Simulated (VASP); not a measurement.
# MnSi4 (P6/mmm) in VASP: further runs

The runs below take MnSi4 through single point, relaxation of cell and atoms, with PBE.

Program: VASP 6.6.1. These are calculated values, not measurements. Logs are shortened: lines on timing, memory, paths and dates and some standing lists are left out, and cuts for length are marked.

### 1 The cell of the first run

The structure is hexagonal, space group P6/mmm (No. 191). The conventional cell has a = 2.611 Å, b = 2.611 Å, c = 12.751 Å, α = 90.00°, β = 90.00°, γ = 120.00°. Within 3.2 Å of Mn (site symmetry 6/mmm) lie 2 Si at 2.44 Å and 6 Mn at 2.61 Å. Si (site symmetry 6mm) has 8 Si at 2.59 to 2.64 Å within 3.4 Å. Within 3.2 Å of Si (site symmetry 6mm) lie 1 Mn at 2.44 Å and 7 Si at 2.61 to 2.64 Å.

The cell was built from a structure type or drawn by symmetry, and may not be a known phase.

### 2 Single point, PBE, collinear spin, ferromagnetic start

The input, INCAR:

```
ALGO = Normal
EDIFF = 1E-7
ENCUT = 520
GGA = PE
ISIF = 2
ISMEAR = 0
ISPIN = 2
LASPH = True
LCHARG = True
LELF = True
LMAXMIX = 4
LORBIT = 11
LREAL = False
LVHAR = True
LWAVE = False
MAGMOM = 4 0 0 0 0
NBANDS = 26
NELM = 150
PREC = Accurate
SIGMA = 0.1
```

The input, KPOINTS:

```
k-points
0
Gamma
  6 6 2
```

The input, POSCAR:

```
MnSi4
1.0
    2.6106693714     -0.0000000022      0.0000000000
   -1.3053346838      2.2609059976      0.0000000000
    0.0000000000      0.0000000000     12.7514656007
Mn Si
1 4
Direct
    0.0000000000      0.0000000000      0.0000000000
    0.0000000000      0.0000000000      0.3983058406
    0.0000000000      0.0000000000      0.6016941594
    0.0000000000      0.0000000000      0.8090101185
    0.0000000000      0.0000000000      0.1909898815
```

Potentials or basis: VASP PAW PBE potentials, release 64 (Mn_pv, Si).

The run is started by

```console
cat potpaw_PBE.64/Mn_pv/POTCAR potpaw_PBE.64/Si/POTCAR > POTCAR
mpirun -np 1 vasp_std > vasp.out
```

OUTCAR:

```text
EDIFF = 1E-7
   ENCUT = 520
   GGA = PE
   ISIF = 2
   ISMEAR = 0
   ISPIN = 2
   LASPH = True
   LORBIT = 11
   LREAL = False
   NELM = 150
   PREC = Accurate

 ion  position               nearest neighbor table
   1  0.000  0.000  0.000-   4 2.44   5 2.44
   2  0.000  0.000  0.398-   3 2.59   5 2.64
   3  0.000  0.000  0.602-   2 2.59   4 2.64
   4  0.000  0.000  0.809-   1 2.44   3 2.64
   5  0.000  0.000  0.191-   1 2.44   2 2.64

  LATTYP: Found a hexagonal cell.
 ALAT       =     2.6106693714
 C/A-ratio  =     4.8843663393

  Lattice vectors:

 A1 = (   2.6106693714,  -0.0000000022,   0.0000000000)
 A2 = (  -1.3053346838,   2.2609059976,   0.0000000000)
 A3 = (   0.0000000000,   0.0000000000,  12.7514656007)

Analysis of symmetry for initial positions (statically):
=====================================================================
 Subroutine PRICEL returns:
 Original cell was already a primitive cell.

 Routine SETGRP: Setting up the symmetry group for a
 hexagonal supercell.

 Subroutine GETGRP returns: Found 24 space group operations
 (whereof 24 operations were pure point group operations)
 out of a pool of 24 trial point group operations.

The static configuration has the point symmetry D_6h.

Analysis of symmetry for dynamics (positions and initial velocities):
=====================================================================
 Subroutine PRICEL returns:
 Original cell was already a primitive cell.

 Routine SETGRP: Setting up the symmetry group for a
 hexagonal supercell.

 Subroutine GETGRP returns: Found 24 space group operations
 (whereof 24 operations were pure point group operations)
 out of a pool of 24 trial point group operations.

The dynamic configuration has the point symmetry D_6h.

Analysis of structural, dynamic, and magnetic symmetry:
=====================================================================
 Subroutine PRICEL returns:
 Original cell was already a primitive cell.

 Routine SETGRP: Setting up the symmetry group for a
 hexagonal supercell.

 Subroutine GETGRP returns: Found 24 space group operations
 (whereof 24 operations were pure point group operations)
 out of a pool of 24 trial point group operations.

The overall configuration has the point symmetry D_6h.

 Subroutine INISYM returns: Found 24 space group operations
 (whereof 24 operations are pure point group operations),
 and found     1 'primitive' translations

----------------------------------------------------------------------------------------

                                     Primitive cell

  volume of cell :      75.2652

  direct lattice vectors                    reciprocal lattice vectors
     2.610669371 -0.000000002  0.000000000     0.383043526  0.221150282  0.000000000
    -1.305334684  2.260905998  0.000000000     0.000000000  0.442300565  0.000000000
     0.000000000  0.000000000 12.751465601     0.000000000  0.000000000  0.078422358

  length of vectors
     2.610669371  2.610669371 12.751465601     0.442300565  0.442300565  0.078422358

  position of ions in fractional coordinates (direct lattice)
     0.000000000  0.000000000  0.000000000
     0.000000000  0.000000000  0.398305841
     0.000000000  0.000000000  0.601694159
     0.000000000  0.000000000  0.809010118
     0.000000000  0.000000000  0.190989882

  ion indices of the primitive-cell ions
   primitive index   ion index
                 1           1
                 2           2
                 3           3
                 4           4
                 5           5

----------------------------------------------------------------------------------------

 KPOINTS: k-points

Automatic generation of k-mesh.
 Grid dimensions read from file:
 generate k-points for:    6    6    2

 Generating k-lattice:

  Cartesian coordinates                     Fractional coordinates (reciprocal lattice)
     0.063840588  0.036858380  0.000000000     0.166666667 -0.000000000  0.000000000
     0.000000000  0.073716761  0.000000000     0.000000000  0.166666667  0.000000000
     0.000000000  0.000000000  0.039211179     0.000000000  0.000000000  0.500000000

  Length of vectors
     0.073716761  0.073716761  0.039211179

  Shift w.r.t. Gamma in fractional coordinates (k-lattice)
     0.000000000  0.000000000  0.000000000

 Subroutine IBZKPT returns following result:
 ===========================================

 Found     14 irreducible k-points:

 Following reciprocal coordinates:
            Coordinates               Weight
  0.000000  0.000000  0.000000      1.000000
  0.166667  0.000000  0.000000      6.000000
  0.333333  0.000000  0.000000      6.000000
  0.500000  0.000000  0.000000      3.000000
  0.166667  0.166667  0.000000      6.000000
  0.333333  0.166667  0.000000     12.000000
  0.333333  0.333333  0.000000      2.000000
  0.000000  0.000000  0.500000      1.000000
  0.166667  0.000000  0.500000      6.000000
  0.333333  0.000000  0.500000      6.000000
  0.500000  0.000000  0.500000      3.000000
  0.166667  0.166667  0.500000      6.000000
  0.333333  0.166667  0.500000     12.000000
  0.333333  0.333333  0.500000      2.000000
   k-points           NKPTS =     14   k-points in BZ     NKDIM =     14   number of bands    NBANDS=     26
   number of dos      NEDOS =    301   number of ions     NIONS =      5
   total plane-waves  NPLWV =  38400
   dimension x,y,z NGX =    20 NGY =   20 NGZ =   96
   dimension x,y,z NGXF=    40 NGYF=   40 NGZF=  192
   ions per type =               1   4
   NGX,Y,Z   is equivalent  to a cutoff of  12.74, 12.74, 12.52 a.u.
   NGXF,Y,Z  is equivalent  to a cutoff of  25.47, 25.47, 25.03 a.u.
 SYSTEM =  unknown system
   PREC   = accura    normal or accurate (medium, high low for compatibility)
   ISTART =      0    job   : 0-new  1-cont  2-samecut
   ICHARG =      2    charge: 1-file 2-atom 10-const
   ISPIN  =      2    spin polarized calculation?
   LNONCOLLINEAR =      F non collinear calculations
   LSORBIT =      F    spin-orbit coupling
   LASPH  =      T    aspherical Exc in radial PAW
   ENCUT  =  520.0 eV  38.22 Ry    6.18 a.u.   4.85  4.85 23.71*2*pi/ulx,y,z
   NELM   =    150;   NELMIN=  2; NELMDL= -5     # of ELM steps
   EDIFF  = 0.1E-06   stopping-criterion for ELM
   LREAL  =      F    real-space projection
   EDIFFG = 0.1E-05   stopping-criterion for IOM
   NSW    =      0    number of steps for IOM
   IBRION =     -1    ionic relax: 0-MD 1-quasi-New 2-CG
   NFREE  =      0    steps in history (QN), initial steepest desc. (CG)
   ISIF   =      2    stress and relaxation
   ISYM   =      2    0-nonsym 1-usesym 2-fastsym
   POTIM  = 0.5000    time-step for ionic-motion
   TEBEG  =    0.0;   TEEND  =   0.0 temperature during run
   PSTRESS=    0.0 pullay stress
   NELECT =      29.0000    total number of electrons
   NUPDOWN=      -1.0000    fix difference up-down
   EMIN   =  10.00;   EMAX   =-10.00  energy-range for DOS
   EFERMI =   0.00;   METHOD = LEGACY
   ISMEAR =     0;   SIGMA  =   0.10  broadening in eV -4-tet -1-fermi 0-gaus
   EFERMI_NEDOS =   21; number of points for ismear=-14 and -15
   IALGO  =     38    algorithm
   IMIX   =      4    mixing-type and parameters
     AMIX     =   0.40;   BMIX     =  1.00
     AMIX_MAG =   1.60;   BMIX_MAG =  1.00
  volume/ion in A,a.u.               =      15.05       101.58
  Fermi-wavevector in a.u.,A,eV,Ry     =   1.191268  2.251169 19.308280  1.419119
  Thomas-Fermi vector in A             =   2.327333
   LORBIT       =     11    0 simple, 1 ext, 2 COOP (PROOUT), +10 PAW based schemes
   GGA     = PE    functional components
   LHFCALC =     F    Hartree Fock is set to
   AEXX    =    0.0000 exact exchange contribution
   IVDW    =     0    specifies the selected vdW correction
   LEPSILON=     F    determine dielectric tensor
   LRPA    =     F    only Hartree local field effects (RPA)
 spin polarized calculation
 Gauss-broadening in eV      SIGMA  =   0.10
  energy-cutoff  :      520.00
  volume of cell :       75.27
 maximum number of plane-waves:      2067
 NGX is ok and might be reduce to    20
   NGX =  9   NGY =  9   NGZ = 47

 number of electron      29.0000006 magnetization       2.9494222

 Free energy of the ion-electron system (eV)
  ---------------------------------------------------
  ext. energy  EPLUGINS =         0.00000000
  ---------------------------------------------------
  free energy    TOTEN  =       -28.57966104 eV

  energy without entropy =      -28.56791239  energy(sigma->0) =      -28.57378672

 E-fermi :   8.8700     XC(G=0): -11.1591

 val. band max:        8.8609011939   @ k =   0.3333   0.0000   0.5000
 cond. band min:       8.9659286498   @ k =   0.3333   0.3333   0.0000
 fundamental gap:      0.1050274559
 Fermi energy:         8.8699991269

 spin component 1

 k-point     1 :       0.0000    0.0000    0.0000
  band No.  band energies     occupation
      1     -39.9602      1.00000
      2     -39.8436      1.00000
      3     -39.8436      1.00000
      4      -4.7647      1.00000
      5      -3.9544      1.00000
      6      -3.1585      1.00000
[... 395 lines left out ...]
     25      14.0405      0.00000
     26      14.0405      0.00000
 Fermi energy:         8.8699991269

 spin component 2

 k-point     1 :       0.0000    0.0000    0.0000
  band No.  band energies     occupation
      1     -37.1517      1.00000
      2     -36.9032      1.00000
      3     -36.9032      1.00000
      4      -4.7504      1.00000
      5      -3.9303      1.00000
      6      -3.1107      1.00000
[... 395 lines left out ...]
     25      14.7652      0.00000
     26      14.7652      0.00000

------------------------ aborting loop because EDIFF is reached ----------------------------------------

  FORCE on cell =-STRESS in cart. coord.  units (eV):
  Direction    XX          YY          ZZ          XY          YZ          ZX
  --------------------------------------------------------------------------------------
  -------------------------------------------------------------------------------------
  Total       -0.0072556     -0.0072556      0.0783590      0.0000000      0.0000000     -0.0000000
  in kB       -0.1544515     -0.1544515      1.6680348      0.0000000      0.0000000     -0.0000000
  external PRESSURE =       0.4530439 kB  Pullay stress =       0.0000000 kB

 VOLUME and BASIS-vectors are now :
 -----------------------------------------------------------------------------
  energy-cutoff  :      520.00
  volume of cell :       75.27
      direct lattice vectors                 reciprocal lattice vectors
     2.610669371 -0.000000002  0.000000000     0.383043526  0.221150282  0.000000000
    -1.305334684  2.260905998  0.000000000     0.000000000  0.442300565  0.000000000
     0.000000000  0.000000000 12.751465601     0.000000000  0.000000000  0.078422358

 POSITION                                       TOTAL-FORCE (eV/Angst)
 -----------------------------------------------------------------------------------
      0.00000      0.00000      0.00000        -0.000000      0.000000      0.000000
      0.00000      0.00000      5.07898         0.000000     -0.000000     -0.008086
      0.00000      0.00000      7.67248        -0.000000      0.000000      0.008086
      0.00000      0.00000     10.31606         0.000000     -0.000000     -0.012983
      0.00000      0.00000      2.43540         0.000000      0.000000      0.012983
 -----------------------------------------------------------------------------------
    total drift:                                0.000000      0.000000      0.000000

  FREE ENERGIE OF THE ION-ELECTRON SYSTEM (eV)
  ---------------------------------------------------
  free  energy   TOTEN  =       -28.5796610422 eV

  energy  without entropy=      -28.5679123915  energy(sigma->0) =      -28.57378672

 total charge

# of ion       s       p       d       tot
------------------------------------------
    1        0.366   6.241   5.108  11.715
    2        0.812   0.767   0.000   1.580
    3        0.812   0.767   0.000   1.580
    4        0.818   0.776   0.000   1.594
    5        0.818   0.776   0.000   1.594
--------------------------------------------------
tot          3.627   9.328   5.108  18.062

 magnetization (x)

# of ion       s       p       d       tot
------------------------------------------
    1        0.013   0.046   2.699   2.758
    2       -0.000   0.008   0.000   0.008
    3       -0.000   0.008   0.000   0.008
    4       -0.001   0.002   0.000   0.001
    5       -0.001   0.002   0.000   0.001
--------------------------------------------------
tot          0.009   0.067   2.699   2.775
```

Run time: 43 s. Hardware: 1 thread of Intel Xeon 6975P-C (Granite Rapids), shared host; peak memory 0.22 GiB.

Results:

```
Free energy                                           : -28.5797 eV
Pressure                                              : 0.0 GPa
Largest force                                         : 0.013 eV/Å
Net moment                                            : 2.95 μB per cell
Site moments                                          : Mn +2.76; Si +0.01, +0.00 (each value once) μB
Valence electrons inside the program's atomic spheres : Mn 11.71; Si 1.58, 1.59 (each value once)
```

Forces on the atoms (eV/Å):
```
Mn   0.000  0.000  0.000
Si   0.000  0.000 -0.008
Si   0.000  0.000  0.008
Si   0.000  0.000 -0.013
Si   0.000  0.000  0.013
```

Caveat: the k points lie up to 0.46 Å⁻¹ apart.

(Continued in part 2 of 2.)
